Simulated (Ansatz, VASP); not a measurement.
TaMn2N3 in VASP and in Ansatz

```
Ta Mn N
1.0
     5.78336    0.00000    0.00000
    -2.89168    5.00854    0.00000
     0.00000    0.00000    2.69316
Ta Mn N
1 2 3
Direct
  0.00000 0.00000 0.50000
  0.33333 0.66667 0.50000
  0.66667 0.33333 0.50000
  0.50000 0.00000 0.50000
  0.00000 0.50000 0.50000
  0.50000 0.50000 0.50000
```

Alike in both runs: functional PBE; k mesh 6 × 6 × 14; occupations gaussian, width 0.1 eV; no spin polarisation.

Ansatz relaxed the structure, and its values are those at the end. VASP's run is a single point on that final structure, the one shown.

|  | VASP | Ansatz |
| --- | --- | --- |
| version | VASP 6.6.1 | Ansatz 0.2.0 |
| potentials or method | VASP PAW PBE potentials, release 64 (Ta_pv, Mn_pv, N), cutoff 520 eV | scalar-relativistic, plane waves, PAW |
| valence electrons in the cell | 52 | 58 |

VASP gave:

```
gap on the k mesh at the Fermi level (eV) : none
pressure (GPa)                            : 0.3
```

Which values does Ansatz return?

gap on the k mesh at the Fermi level (eV): none; pressure (GPa): 0.0.

A gap of «none» marks a metal or a gap that the smearing closes. The functional is the same, so the differences come from potentials, cutoffs and numerics. VASP's potentials hold 52 valence electrons a cell and Ansatz's 58, so a difference there can come from the potentials and not from the codes.

Neither program's run includes spin-orbit coupling.
